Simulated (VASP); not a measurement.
# Au (Fm-3m) in VASP: further runs, part 2 of 2

VASP 6.6.1.

**4. Single point, r2SCAN+rVV10**

This run uses another cell than the first one, of 15.84 Å³/atom, 0.887 times its volume.

Input file POSCAR:

```
Au
1.0
    0.0000000000      1.9934577312      1.9934577312
    1.9934577312      0.0000000000      1.9934577312
    1.9934577312      1.9934577312      0.0000000000
Au
1
Direct
    0.0000000000      0.0000000000      0.0000000000
```

Input file INCAR.step1:

```
SYSTEM = Au
  PREC = Accurate
  ENCUT = 520
  ISMEAR = -1
  SIGMA = 0.05
  LREAL = .FALSE.
  LASPH = .TRUE.
  NELM = 60
  NBANDS = 12
  GGA = PE
  ALGO = Normal
  EDIFF = 1E-4
  LWAVE = .TRUE.
  LCHARG = .FALSE.
```

Input file INCAR.step2:

```
SYSTEM = Au
  PREC = Accurate
  ENCUT = 520
  EDIFF = 1E-6
  ISMEAR = -1
  SIGMA = 0.05
  LREAL = .FALSE.
  LASPH = .TRUE.
  NELM = 60
  ALGO = Normal
  ISIF = 2
  LWAVE = .FALSE.
  LCHARG = .TRUE.
  METAGGA = R2SCAN
  LMIXTAU = .TRUE.
  LUSE_VDW = .TRUE.
  IVDW_NL = 2
  BPARAM = 11.95
  CPARAM = 0.0093
  LELF = .TRUE.
  LVHAR = .TRUE.
  NBANDS = 12
  ISTART = 1
```

Input file KPOINTS:

```
Automatic mesh
0
G
  11 11 11
  0 0 0
```

Potentials or basis: VASP PAW PBE potentials, release 64 (Au).

Started as:

```bash
> cat potpaw_PBE.64/Au/POTCAR > POTCAR
> cp INCAR.step1 INCAR
> mpirun -np 1 vasp_std > vasp.out
> cp INCAR.step2 INCAR
> mpirun -np 1 vasp_std > vasp.out
```

OUTCAR:

```text
SYSTEM = Au
   PREC = Accurate
   ENCUT = 520
   EDIFF = 1E-6
   ISMEAR = -1
   LREAL = .FALSE.
   LASPH = .TRUE.
   NELM = 60
   ISIF = 2
   METAGGA = R2SCAN
   IVDW_NL = 2
   BPARAM = 11.95
   ISTART = 1

 ion  position               nearest neighbor table
   1  0.000  0.000  0.000-

  LATTYP: Found a face centered cubic cell.
 ALAT       =     3.9869154624

  Lattice vectors:

 A1 = (   0.0000000000,   1.9934577312,   1.9934577312)
 A2 = (   1.9934577312,   0.0000000000,   1.9934577312)
 A3 = (   1.9934577312,   1.9934577312,   0.0000000000)

Analysis of symmetry for initial positions (statically):
=====================================================================
 Subroutine PRICEL returns:
 Original cell was already a primitive cell.

 Routine SETGRP: Setting up the symmetry group for a
 face centered cubic supercell.

 Subroutine GETGRP returns: Found 48 space group operations
[... 9 lines left out ...]

 Routine SETGRP: Setting up the symmetry group for a
 face centered cubic supercell.

 Subroutine GETGRP returns: Found 48 space group operations
[... 11 lines left out ...]
                                     Primitive cell

  volume of cell :      15.8435

  direct lattice vectors                    reciprocal lattice vectors
     0.000000000  1.993457731  1.993457731    -0.250820467  0.250820467  0.250820467
     1.993457731  0.000000000  1.993457731     0.250820467 -0.250820467  0.250820467
     1.993457731  1.993457731  0.000000000     0.250820467  0.250820467 -0.250820467

  length of vectors
     2.819174959  2.819174959  2.819174959     0.434433793  0.434433793  0.434433793

  position of ions in fractional coordinates (direct lattice)
     0.000000000  0.000000000  0.000000000

  ion indices of the primitive-cell ions
   primitive index   ion index
                 1           1

[... 93 lines left out ...]
  Fermi-wavevector in a.u.,A,eV,Ry     =   1.449624  2.739392 28.591414  2.101410
  Thomas-Fermi vector in A             =   2.567329
   LORBIT       =      0    0 simple, 1 ext, 2 COOP (PROOUT), +10 PAW based schemes
   METAGGA = R2SCAN    functional components
   LHFCALC =     F    Hartree Fock is set to
   AEXX    =    0.0000 exact exchange contribution
   IVDW_NL    =     2    kernel type
   BPARAM     =11.9500
   IVDW    =     0    specifies the selected vdW correction
   LEPSILON=     F    determine dielectric tensor
   LRPA    =     F    only Hartree local field effects (RPA)
 non-spin polarized calculation
  energy-cutoff  :      520.00
  volume of cell :       15.84
 maximum number of plane-waves:       440
 NGX is ok and might be reduce to    24
   NGX = 11   NGY = 11   NGZ = 11

 number of electron      11.0000002 magnetization

 Free energy of the ion-electron system (eV)
  ---------------------------------------------------
  ext. energy  EPLUGINS =         0.00000000
  ---------------------------------------------------
  free energy    TOTEN  =       -50.31181071 eV

  energy without entropy =      -50.31031231  energy(sigma->0) =      -50.31106151

 E-fermi :  10.5921     XC(G=0): -14.1839

 val. band max:       10.4621440694   @ k =   0.4545   0.2727   0.0000
 cond. band min:      10.6869333482   @ k =  -0.4545   0.0909   0.0000
 fundamental gap:      0.2247892788
 Fermi energy:        10.5920756854

 k-point     1 :       0.0000    0.0000    0.0000
  band No.  band energies     occupation
      1      -0.3738      2.00000
      2       5.2085      2.00000
      3       5.2085      2.00000
      4       5.2085      2.00000
      5       6.9579      2.00000
      6       6.9579      2.00000
      7      25.7431      0.00000
      8      30.3025      0.00000
      9      30.3025      0.00000
     10      30.3025      0.00000
     11      35.8515      0.00000
     12      41.1839      0.00000
[... 331 lines left out ...]
 k-point    24 :      -0.1818    0.1818    0.0000
  band No.  band energies     occupation
      1       2.4366      2.00000
      2       4.4973      2.00000
      3       5.4335      2.00000
      4       6.2208      2.00000
      5       6.2434      2.00000
      6       8.3808      2.00000
      7      23.0151      0.00000
      8      25.1439      0.00000
      9      29.5018      0.00000
     10      30.9674      0.00000
     11      34.3310      0.00000
     12      37.2866      0.00000

 [... further k-points ...]

------------------------ aborting loop because EDIFF is reached ----------------------------------------

  FORCE on cell =-STRESS in cart. coord.  units (eV):
  Direction    XX          YY          ZZ          XY          YZ          ZX
  --------------------------------------------------------------------------------------
  -------------------------------------------------------------------------------------
  Total        1.9402313      1.9402313      1.9402313     -0.0000000     -0.0000000      0.0000000
  in kB      196.2063218    196.2063218    196.2063218     -0.0000000     -0.0000000      0.0000000
  external PRESSURE =     196.2063218 kB  Pullay stress =       0.0000000 kB

 VOLUME and BASIS-vectors are now :
 -----------------------------------------------------------------------------
  energy-cutoff  :      520.00
  volume of cell :       15.84
      direct lattice vectors                 reciprocal lattice vectors
     0.000000000  1.993457731  1.993457731    -0.250820467  0.250820467  0.250820467
     1.993457731  0.000000000  1.993457731     0.250820467 -0.250820467  0.250820467
     1.993457731  1.993457731  0.000000000     0.250820467  0.250820467 -0.250820467

 POSITION                                       TOTAL-FORCE (eV/Angst)
 -----------------------------------------------------------------------------------
      0.00000      0.00000      0.00000         0.000000      0.000000     -0.000000
 -----------------------------------------------------------------------------------
    total drift:                               -0.000000      0.000000      0.000000

  FREE ENERGIE OF THE ION-ELECTRON SYSTEM (eV)
  ---------------------------------------------------
  free  energy   TOTEN  =       -50.3118107058 eV

  energy  without entropy=      -50.3103123144  energy(sigma->0) =      -50.31106151
```

OUTCAR.step1:

```text
SYSTEM = Au
   PREC = Accurate
   ENCUT = 520
   ISMEAR = -1
   LREAL = .FALSE.
   LASPH = .TRUE.
[... 577 lines left out ...]
 -----------------------------------------------------------------------------------
      0.00000      0.00000      0.00000         0.000000     -0.000000     -0.000000
 -----------------------------------------------------------------------------------
    total drift:                               -0.000000     -0.000000     -0.000000

  FREE ENERGIE OF THE ION-ELECTRON SYSTEM (eV)
  ---------------------------------------------------
  free  energy   TOTEN  =        -3.0858568128 eV

  energy  without entropy=       -3.0836132557  energy(sigma->0) =       -3.08473503
```

OSZICAR.step1:

```text
N       E                     dE             d eps       ncg     rms          rms(c)
DAV:   1     0.509759617908E+02    0.50976E+02   -0.55901E+03  1392   0.820E+02
DAV:   2    -0.265081662546E+01   -0.53627E+02   -0.50794E+02  1592   0.192E+02
DAV:   3    -0.335047346354E+01   -0.69966E+00   -0.69909E+00  1616   0.209E+01
DAV:   4    -0.335279819269E+01   -0.23247E-02   -0.23246E-02  1624   0.142E+00
DAV:   5    -0.335281414211E+01   -0.15949E-04   -0.15948E-04  1608   0.111E-01    0.118E+01
DAV:   6    -0.311284642635E+01    0.23997E+00   -0.56739E-01  1452   0.628E+00    0.726E+00
DAV:   7    -0.308854786589E+01    0.24299E-01   -0.82583E-02  1596   0.240E+00    0.291E+00
DAV:   8    -0.308586522715E+01    0.26826E-02   -0.30476E-03  1492   0.486E-01    0.259E-01
DAV:   9    -0.308585681276E+01    0.84144E-05   -0.99780E-06   968   0.307E-02
   1 F= -.30858568E+01 E0= -.30847350E+01  d E =-.224356E-02
```

Run time: 2.1 min. Hardware: 1 thread of AMD EPYC, shared host; peak memory 0.19 GiB.

Results:

```yaml
Free_energy: -50.3118 eV
Pressure: 19.6 GPa
```

Caveat: the PAW data sets were made with another functional, which shifts forces and pressure a little; spin-orbit coupling is left out, which moves the levels of the heavy elements.

**5. Single point, r2SCAN+rVV10**

This run uses another cell than the first one, of 16.18 Å³/atom, 0.906 times its volume.

Input file POSCAR:

```
Au
1.0
    0.0000000000      2.0074966285      2.0074966285
    2.0074966285      0.0000000000      2.0074966285
    2.0074966285      2.0074966285      0.0000000000
Au
1
Direct
    0.0000000000      0.0000000000      0.0000000000
```

Input file INCAR.step1:

```
SYSTEM = Au
PREC     = Accurate       ! precision mode
ENCUT    = 520            ! plane-wave cutoff, eV
ISMEAR   = -1             ! smearing method
SIGMA    = 0.05           ! smearing width, eV
LREAL    = .False.        ! projectors in reciprocal space
LASPH    = .True.         ! aspherical terms in the spheres
NELM     = 60             ! most SCF steps
NBANDS   = 12             ! bands
GGA      = PE             ! functional
ALGO     = Normal         ! electronic algorithm
EDIFF    = 1E-4           ! SCF threshold, eV
LWAVE    = .True.         ! write WAVECAR
LCHARG   = .False.        ! write CHGCAR
```

Input file INCAR.step2:

```
SYSTEM = Au
PREC     = Accurate       ! precision mode
ENCUT    = 520            ! plane-wave cutoff, eV
EDIFF    = 1E-7           ! SCF threshold, eV
ISMEAR   = -1             ! smearing method
SIGMA    = 0.05           ! smearing width, eV
LREAL    = .False.        ! projectors in reciprocal space
LASPH    = .True.         ! aspherical terms in the spheres
NELM     = 60             ! most SCF steps
ALGO     = Normal         ! electronic algorithm
ISIF     = 2              ! what is computed and relaxed
LWAVE    = .False.        ! write WAVECAR
LCHARG   = .False.        ! write CHGCAR
METAGGA  = R2SCAN         ! meta-GGA
LMIXTAU  = .True.       
LUSE_VDW = .True.       
IVDW_NL  = 2            
BPARAM   = 11.95        
CPARAM   = 0.0093       
NBANDS   = 12             ! bands
ISTART   = 1
```

Input file KPOINTS:

```
regular mesh
0
Gamma
  11 11 11
  0 0 0
```

Started as:

```bash
> cat potpaw_PBE.64/Au/POTCAR > POTCAR
> cp INCAR.step1 INCAR
> mpirun -np 1 vasp_std > vasp.out
> cp INCAR.step2 INCAR
> mpirun -np 1 vasp_std > vasp.out
```

Run time: 2.5 min. Hardware: 1 thread of AMD EPYC, shared host; peak memory 0.18 GiB.

The run converged. Its results:

| Property | Result |
| --- | --- |
| Free energy | -50.3474 eV |
| Pressure | 14.2 GPa |

Levels at points of the mesh, in eV from the Fermi level:
| k point | band 2 | band 3 | band 4 | band 5 | band 6 | band 7 | band 8 | band 9 | band 10 | band 11 |
| --- | --- | --- | --- | --- | --- | --- | --- | --- | --- | --- |
| (0.00, 0.00, 0.00) | -5.27 | -5.27 | -5.27 | -3.59 | -3.59 | 15.18 | 19.60 | 19.60 | 19.60 | 25.07 |

Caveat: the PAW data sets were made with another functional, which shifts forces and pressure a little; spin-orbit coupling is left out, which moves the levels of the heavy elements.

**6. Single point, r2SCAN+rVV10**

This run uses another cell than the first one, of 16.52 Å³/atom, 0.925 times its volume.

Input file POSCAR:

```
Au
1.0
    0.0000000000      2.0213418704      2.0213418704
    2.0213418704      0.0000000000      2.0213418704
    2.0213418704      2.0213418704      0.0000000000
Au
1
Direct
    0.0000000000      0.0000000000      0.0000000000
```

Input file INCAR.step1:

```
SYSTEM = Au
ALGO = Normal ; EDIFF = 1E-4
ENCUT = 520 ; GGA = PE
ISMEAR = -1 ; LASPH = .TRUE.
LCHARG = .FALSE. ; LREAL = .FALSE.
LWAVE = .TRUE. ; NBANDS = 12
NELM = 100 ; PREC = Accurate
SIGMA = 0.05
```

Input file INCAR.step2:

```
SYSTEM = Au
ALGO = Normal ; BPARAM = 11.95
CPARAM = 0.0093 ; EDIFF = 1E-7
ENCUT = 520 ; ISIF = 2
ISMEAR = -1 ; ISTART = 1
IVDW_NL = 2 ; LASPH = .TRUE.
LCHARG = .TRUE. ; LELF = .TRUE.
LMIXTAU = .TRUE. ; LREAL = .FALSE.
LUSE_VDW = .TRUE. ; LVHAR = .TRUE.
LWAVE = .FALSE. ; METAGGA = R2SCAN
NBANDS = 12 ; NELM = 100
PREC = Accurate ; SIGMA = 0.05
```

Input file KPOINTS:

```
k-points
0
G
  11 11 11
  0 0 0
```

Potentials or basis: VASP PAW PBE potentials, release 64 (Au).

Started as:

```bash
> cat potpaw_PBE.64/Au/POTCAR > POTCAR
> cp INCAR.step1 INCAR
> mpirun -np 1 vasp_std > vasp.out
> cp INCAR.step2 INCAR
> mpirun -np 1 vasp_std > vasp.out
```

OUTCAR:

```text
SYSTEM = Au
   BPARAM = 11.95
   EDIFF = 1E-7
   ENCUT = 520
   ISIF = 2
   ISMEAR = -1
   ISTART = 1
   IVDW_NL = 2
   LASPH = .TRUE.
   LREAL = .FALSE.
   METAGGA = R2SCAN
   NELM = 100
   PREC = Accurate

 ion  position               nearest neighbor table
   1  0.000  0.000  0.000-

  LATTYP: Found a face centered cubic cell.
 ALAT       =     4.0426837408

  Lattice vectors:

 A1 = (   0.0000000000,   2.0213418704,   2.0213418704)
 A2 = (   2.0213418704,   0.0000000000,   2.0213418704)
 A3 = (   2.0213418704,   2.0213418704,   0.0000000000)

Analysis of symmetry for initial positions (statically):
=====================================================================
 Subroutine PRICEL returns:
 Original cell was already a primitive cell.

 Routine SETGRP: Setting up the symmetry group for a
 face centered cubic supercell.

 Subroutine GETGRP returns: Found 48 space group operations
[... 9 lines left out ...]

 Routine SETGRP: Setting up the symmetry group for a
 face centered cubic supercell.

[... 157 lines left out ...]
 Fermi energy:         9.8964583895

 k-point     1 :       0.0000    0.0000    0.0000
  band No.  band energies     occupation
      1      -0.6260      2.00000
      2       4.7219      2.00000
      3       4.7219      2.00000
      4       4.7219      2.00000
      5       6.3462      2.00000
      6       6.3462      2.00000
      7      25.0873      0.00000
      8      29.3861      0.00000
      9      29.3861      0.00000
     10      29.3861      0.00000
     11      34.7763      0.00000
     12      39.5943      0.00000
[... 331 lines left out ...]
 k-point    24 :      -0.1818    0.1818    0.0000
  band No.  band energies     occupation
      1       2.0871      2.00000
      2       4.0673      2.00000
      3       4.9416      2.00000
      4       5.6686      2.00000
      5       5.6910      2.00000
      6       7.6820      2.00000
      7      21.9935      0.00000
      8      24.0146      0.00000
      9      28.5681      0.00000
     10      30.0820      0.00000
     11      33.0202      0.00000
     12      35.8661      0.00000

 [... further k-points ...]

------------------------ aborting loop because EDIFF is reached ----------------------------------------

  FORCE on cell =-STRESS in cart. coord.  units (eV):
  Direction    XX          YY          ZZ          XY          YZ          ZX
  --------------------------------------------------------------------------------------
  -------------------------------------------------------------------------------------
  Total        0.9707504      0.9707504      0.9707504      0.0000000      0.0000000      0.0000000
  in kB       94.1605157     94.1605157     94.1605157      0.0000000      0.0000000      0.0000000
  external PRESSURE =      94.1605157 kB  Pullay stress =       0.0000000 kB

 VOLUME and BASIS-vectors are now :
 -----------------------------------------------------------------------------
  energy-cutoff  :      520.00
  volume of cell :       16.52
      direct lattice vectors                 reciprocal lattice vectors
     0.000000000  2.021341870  2.021341870    -0.247360433  0.247360433  0.247360433
     2.021341870  0.000000000  2.021341870     0.247360433 -0.247360433  0.247360433
     2.021341870  2.021341870  0.000000000     0.247360433  0.247360433 -0.247360433

 POSITION                                       TOTAL-FORCE (eV/Angst)
 -----------------------------------------------------------------------------------
      0.00000      0.00000      0.00000         0.000000      0.000000      0.000000
 -----------------------------------------------------------------------------------
    total drift:                               -0.000000      0.000000      0.000000

  FREE ENERGIE OF THE ION-ELECTRON SYSTEM (eV)
  ---------------------------------------------------
  free  energy   TOTEN  =       -50.3723051673 eV

  energy  without entropy=      -50.3713372457  energy(sigma->0) =      -50.37182121
```

OSZICAR.step1:

```text
N       E                     dE             d eps       ncg     rms          rms(c)
DAV:   1     0.502800213242E+02    0.50280E+02   -0.55470E+03  1408   0.822E+02
DAV:   2    -0.271980484037E+01   -0.53000E+02   -0.49947E+02  1604   0.191E+02
DAV:   3    -0.343375924797E+01   -0.71395E+00   -0.71314E+00  1624   0.210E+01
DAV:   4    -0.343610144946E+01   -0.23422E-02   -0.23421E-02  1600   0.138E+00
DAV:   5    -0.343611761360E+01   -0.16164E-04   -0.16163E-04  1656   0.108E-01    0.103E+01
DAV:   6    -0.319267001479E+01    0.24345E+00   -0.61650E-01  1440   0.645E+00    0.647E+00
DAV:   7    -0.317168742951E+01    0.20983E-01   -0.71190E-02  1572   0.220E+00    0.285E+00
DAV:   8    -0.316930153723E+01    0.23859E-02   -0.19577E-03  1488   0.383E-01    0.245E-01
DAV:   9    -0.316929262137E+01    0.89159E-05   -0.10249E-05   976   0.292E-02
   1 F= -.31692926E+01 E0= -.31684957E+01  d E =-.159391E-02
```

Run time: 2.4 min. Hardware: 1 thread of AMD EPYC, shared host; peak memory 0.19 GiB.

What came out:

| Item | Value |
| --- | --- |
| Free energy | -50.3723 eV |
| Pressure | 9.4 GPa |

Levels at points of the mesh, in eV from the Fermi level:
```
           k point  band 2  band 3  band 4  band 5  band 6  band 7  band 8  band 9  band 10  band 11
(0.00, 0.00, 0.00)   -5.17   -5.17   -5.17   -3.55   -3.55   15.19   19.49   19.49    19.49    24.88
```

Caveat: the PAW data sets were made with another functional, which shifts forces and pressure a little; spin-orbit coupling is left out, which moves the levels of the heavy elements.

**7. Summary**

```tsv
level	potentials or basis	cell	gap on the mesh (eV)	pressure (GPa)
SVWN5	VASP PAW PBE potentials, release 64 (Au)	a = 2.934 Å, angles 60.0°, 1 atom	none	-12.1
LDA	VASP PAW LDA potentials, release 64 (Au)	a = 2.934 Å, angles 60.0°, 1 atom	none	-11.4
r2SCAN+rVV10	VASP PAW PBE potentials, release 64 (Au)	a = 2.819 Å, angles 60.0°, 1 atom	none	19.6
r2SCAN+rVV10	VASP PAW PBE potentials, release 64 (Au)	a = 2.839 Å, angles 60.0°, 1 atom	none	14.2
r2SCAN+rVV10	VASP PAW PBE potentials, release 64 (Au)	a = 2.859 Å, angles 60.0°, 1 atom	none	9.4
```

Alike in all rows: task single point; no spin polarisation; k mesh 11 × 11 × 11; cutoff (eV) 520; smearing fermi-dirac 0.05 eV.

Caveats: spin-orbit coupling is left out, which moves the levels of the heavy elements; the PAW data sets were made with another functional, which shifts forces and pressure a little (some runs).

Absolute energies hang on the potentials; compare differences alone.
